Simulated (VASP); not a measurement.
# Au (P6_3/mmc) in VASP: further runs

Au is run at these levels: PBE; tasks: relaxation of the atoms.

All numbers are computed with VASP 6.6.1; they aren't measurements. Logs are shortened: lines on timing, memory, paths and dates and some standing lists are left out, and cuts for length are marked.

## (1) The cell of the first run

Symmetry: P6_3/mmc, No. 194, hexagonal system. The conventional cell has a = 2.861 Å, b = 2.861 Å, c = 4.814 Å, α = 90.00°, β = 90.00°, γ = 120.00°. Within 3.8 Å of Au (site symmetry -6m2) lie 12 Au at 2.86 to 2.92 Å.

This isn't the form of Au at room conditions, which is fcc.

## (2) Relaxation of the atoms, PBE (17.06 Å³/atom)

Input file INCAR:

```
PREC     = Accurate       # precision mode
ENCUT    = 520            # plane-wave cutoff, eV
EDIFF    = 1E-6           # SCF threshold, eV
ISMEAR   = -1             # smearing method
SIGMA    = 0.05           # smearing width, eV
LREAL    = False          # projectors in reciprocal space
LASPH    = True           # aspherical terms in the spheres
NELM     = 100            # most SCF steps
ALGO     = Normal         # electronic algorithm
ISIF     = 2              # what is computed and relaxed
LWAVE    = False          # write WAVECAR
LCHARG   = False          # write CHGCAR
GGA      = PE             # functional
IBRION   = 2              # ionic algorithm
NSW      = 80             # ionic steps
EDIFFG   = -0.02          # ionic threshold
```

Input file KPOINTS:

```
Automatic mesh
0
Gamma
  18 18 10
```

Input file POSCAR:

```
Au
1.0
    2.8608060062      0.0000000000      0.0000000000
   -1.4304030031      2.4775306767      0.0000000000
    0.0000000000      0.0000000000      4.8140459691
Au
2
Direct
    0.3333333333      0.6666666667      0.7500000000
    0.6666666667      0.3333333333      0.2500000000
```

Potentials or basis: VASP PAW PBE potentials, release 64 (Au).

On the command line:

```bash
cat potpaw_PBE.64/Au/POTCAR > POTCAR
mpirun -np 1 vasp_std > vasp.out
```

OUTCAR:

```text
PREC = Accurate
   ENCUT = 520
   EDIFF = 1E-6
   ISMEAR = -1
   LREAL = False
   LASPH = True
   NELM = 100
   ISIF = 2
   GGA = PE
   IBRION = 2
   NSW = 80
   EDIFFG = -0.02

 ion  position               nearest neighbor table
   1  0.333  0.667  0.750-   2 2.92   2 2.92   2 2.92   2 2.92   2 2.92   2 2.92
   2  0.667  0.333  0.250-   1 2.92   1 2.92   1 2.92   1 2.92   1 2.92   1 2.92

  LATTYP: Found a hexagonal cell.
 ALAT       =     2.8608060062
 C/A-ratio  =     1.6827586207

  Lattice vectors:

 A1 = (   2.8608060062,   0.0000000000,   0.0000000000)
 A2 = (  -1.4304030031,   2.4775306767,   0.0000000000)
 A3 = (   0.0000000000,   0.0000000000,   4.8140459691)

Analysis of symmetry for initial positions (statically):
=====================================================================
 Subroutine PRICEL returns:
 Original cell was already a primitive cell.

 Routine SETGRP: Setting up the symmetry group for a
 hexagonal supercell.

 Subroutine GETGRP returns: Found 24 space group operations
 (whereof 12 operations were pure point group operations)
 out of a pool of 24 trial point group operations.

The static configuration has the point symmetry D_3d.
 The point group associated with its full space group is D_6h.

Analysis of symmetry for dynamics (positions and initial velocities):
=====================================================================
 Subroutine PRICEL returns:
 Original cell was already a primitive cell.

 Routine SETGRP: Setting up the symmetry group for a
 hexagonal supercell.

 Subroutine GETGRP returns: Found 24 space group operations
 (whereof 12 operations were pure point group operations)
 out of a pool of 24 trial point group operations.

The dynamic configuration has the point symmetry D_3d.
 The point group associated with its full space group is D_6h.

 Subroutine INISYM returns: Found 24 space group operations
 (whereof 12 operations are pure point group operations),
 and found     1 'primitive' translations

----------------------------------------------------------------------------------------

                                     Primitive cell

  volume of cell :      34.1207

  direct lattice vectors                    reciprocal lattice vectors
[... 88 lines left out ...]
   LREAL  =      F    real-space projection
   EDIFFG = -.2E-01   stopping-criterion for IOM
   NSW    =     80    number of steps for IOM
   IBRION =      2    ionic relax: 0-MD 1-quasi-New 2-CG
   NFREE  =      1    steps in history (QN), initial steepest desc. (CG)
   ISIF   =      2    stress and relaxation
   ISYM   =      2    0-nonsym 1-usesym 2-fastsym
   POTIM  = 0.5000    time-step for ionic-motion
   TEBEG  =    0.0;   TEEND  =   0.0 temperature during run
   PSTRESS=    0.0 pullay stress
   NELECT =      22.0000    total number of electrons
   NUPDOWN=      -1.0000    fix difference up-down
   EMIN   =  10.00;   EMAX   =-10.00  energy-range for DOS
   EFERMI =   0.00;   METHOD = LEGACY
   ISMEAR =    -1;   SIGMA  =   0.05  broadening in eV -4-tet -1-fermi 0-gaus
   EFERMI_NEDOS =   21; number of points for ismear=-14 and -15
   IALGO  =     38    algorithm
   IMIX   =      4    mixing-type and parameters
     AMIX     =   0.40;   BMIX     =  1.00
     AMIX_MAG =   1.60;   BMIX_MAG =  1.00
  volume/ion in A,a.u.               =      17.06       115.13
  Fermi-wavevector in a.u.,A,eV,Ry     =   1.414305  2.672649 27.215182  2.000259
  Thomas-Fermi vector in A             =   2.535861
   LORBIT       =      0    0 simple, 1 ext, 2 COOP (PROOUT), +10 PAW based schemes
   GGA     = PE    functional components
   LHFCALC =     F    Hartree Fock is set to
   AEXX    =    0.0000 exact exchange contribution
   IVDW    =     0    specifies the selected vdW correction
   LEPSILON=     F    determine dielectric tensor
   LRPA    =     F    only Hartree local field effects (RPA)
 conjugate gradient relaxation of ions
 non-spin polarized calculation
  energy-cutoff  :      520.00
  volume of cell :       34.12
 maximum number of plane-waves:       936
 NGX is ok and might be reduce to    24
   NGX = 11   NGY = 11   NGZ = 17

 number of electron      22.0000002 magnetization

 Free energy of the ion-electron system (eV)
  ---------------------------------------------------
  ext. energy  EPLUGINS =         0.00000000
  ---------------------------------------------------
  free energy    TOTEN  =        -6.37980845 eV

  energy without entropy =       -6.37212946  energy(sigma->0) =       -6.37596895

 E-fermi :   9.4279     XC(G=0): -12.7098

 val. band max:        9.4244336599   @ k =   0.1667   0.1667   0.3000
 cond. band min:       9.4369290278   @ k =   0.2778   0.2222   0.2000
 fundamental gap:      0.0124953679
 Fermi energy:         9.4279073248

 k-point     1 :       0.0000    0.0000    0.0000
  band No.  band energies     occupation
      1      -0.3898      2.00000
      2       2.0556      2.00000
      3       4.5763      2.00000
      4       4.8684      2.00000
      5       4.8684      2.00000
      6       5.1777      2.00000
      7       5.1777      2.00000
      8       5.8895      2.00000
      9       5.8895      2.00000
     10       7.2448      2.00000
     11       7.2448      2.00000
     12       8.2952      2.00000
     13      12.1004      0.00000
     14      24.0495      0.00000
[... 401 lines left out ...]
      2       2.8892      2.00000
      3       3.2157      2.00000
      4       4.7992      2.00000
      5       5.0772      2.00000
      6       5.1924      2.00000
      7       5.3761      2.00000
      8       7.2063      2.00000
      9       7.3514      2.00000
     10       7.5051      2.00000
     11       9.3762      1.47519
     12      12.3740      0.00000
     13      14.7273      0.00000
     14      16.8029      0.00000
     15      17.3731      0.00000

 [... further k-points ...]
[... 5 lines left out ...]
  --------------------------------------------------------------------------------------
  -------------------------------------------------------------------------------------
  Total        1.8550134      1.8550134      1.6758547      0.0000000     -0.0000000      0.0000000
  in kB       87.1043725     87.1043725     78.6917620      0.0000000     -0.0000000      0.0000000
  external PRESSURE =      84.3001690 kB  Pullay stress =       0.0000000 kB

 VOLUME and BASIS-vectors are now :
 -----------------------------------------------------------------------------
  energy-cutoff  :      520.00
  volume of cell :       34.12
      direct lattice vectors                 reciprocal lattice vectors
     2.860806006  0.000000000  0.000000000     0.349551839  0.201813848  0.000000000
    -1.430403003  2.477530677  0.000000000     0.000000000  0.403627696  0.000000000
     0.000000000  0.000000000  4.814045969     0.000000000  0.000000000  0.207725478

 POSITION                                       TOTAL-FORCE (eV/Angst)
 -----------------------------------------------------------------------------------
     -0.00000      1.65169      3.61053         0.000000     -0.000000      0.000000
      1.43040      0.82584      1.20351        -0.000000      0.000000      0.000000
 -----------------------------------------------------------------------------------
    total drift:                               -0.000000      0.000000     -0.000000

  FREE ENERGIE OF THE ION-ELECTRON SYSTEM (eV)
  ---------------------------------------------------
  free  energy   TOTEN  =        -6.3798084474 eV

  energy  without entropy=       -6.3721294558  energy(sigma->0) =       -6.37596895

 reached required accuracy - stopping structural energy minimisation
```

OSZICAR:

```text
N       E                     dE             d eps       ncg     rms          rms(c)
DAV:   1     0.123625572335E+03    0.12363E+03   -0.11996E+04  6668   0.143E+03
DAV:   2    -0.528823550644E+01   -0.12891E+03   -0.12403E+03  7269   0.291E+02
DAV:   3    -0.691282210090E+01   -0.16246E+01   -0.16189E+01  8137   0.347E+01
DAV:   4    -0.691941265945E+01   -0.65906E-02   -0.65902E-02  7836   0.223E+00
DAV:   5    -0.691946849456E+01   -0.55835E-04   -0.55835E-04  8354   0.217E-01    0.132E+01
DAV:   6    -0.642135074175E+01    0.49812E+00   -0.11252E+00  7010   0.106E+01    0.842E+00
DAV:   7    -0.638458422156E+01    0.36767E-01   -0.13984E-01  7983   0.367E+00    0.331E+00
DAV:   8    -0.637983012839E+01    0.47541E-02   -0.12787E-02  7213   0.106E+00    0.379E-01
DAV:   9    -0.637979523134E+01    0.34897E-04   -0.55056E-05  8333   0.761E-02    0.456E-02
DAV:  10    -0.637980855260E+01   -0.13321E-04   -0.61802E-06  7815   0.290E-02    0.511E-03
DAV:  11    -0.637980844736E+01    0.10524E-06   -0.24623E-07  4520   0.446E-03
   1 F= -.63798084E+01 E0= -.63759690E+01  d E =-.637981E+01
```

CONTCAR:

```text
Au
   1.00000000000000
     2.8608060061999998    0.0000000000000000    0.0000000000000000
    -1.4304030030999999    2.4775306766999998    0.0000000000000000
     0.0000000000000000    0.0000000000000000    4.8140459691000004
  Au
     2
Direct
     0.3333333332999970    0.6666666667000030    0.7500000000000000
     0.6666666667000030    0.3333333332999970    0.2500000000000000

  0.00000000E+00  0.00000000E+00  0.00000000E+00
  0.00000000E+00  0.00000000E+00  0.00000000E+00
```

It took 33 s on 1 thread of Intel Xeon Platinum 8559C (Emerald Rapids), shared host; peak memory 0.22 GiB.

What came out:

* Free energy: -6.3798 eV
* Pressure after relaxing: 8.4 GPa
* Band gap on the k mesh: zero (bands 11 and 12 overlap by 6.98 eV)

Final structure:
```xyz
2
Lattice="2.8608 0.0000 0.0000 -1.4304 2.4775 0.0000 0.0000 0.0000 4.8140" Properties=species:S:1:pos:R:3 pbc="T T T"
Au    0.0000    1.6517    3.6105
Au    1.4304    0.8258    1.2035
```

Levels at points of the mesh, in eV from the Fermi level:
```csv
k point,band 9,band 10,band 11,band 12,band 13,band 14
"(0.00, 0.00, 0.00)",-3.54,-2.18,-2.18,-1.13,2.67,14.62
"(0.50, 0.00, 0.00)",-1.85,-1.67,0.40,1.62,5.77,7.30
"(0.00, 0.00, 0.50)",-2.64,-2.64,-2.64,-2.64,10.61,10.61
"(0.50, 0.00, 0.50)",-1.75,-1.75,0.48,0.48,4.01,4.01
```

Caveat: spin-orbit coupling is left out, which moves the levels of the heavy elements.

(Continued in part 2 of 2.)

The gap in the log of VASP goes by the Fermi energy; the results here count the filled bands.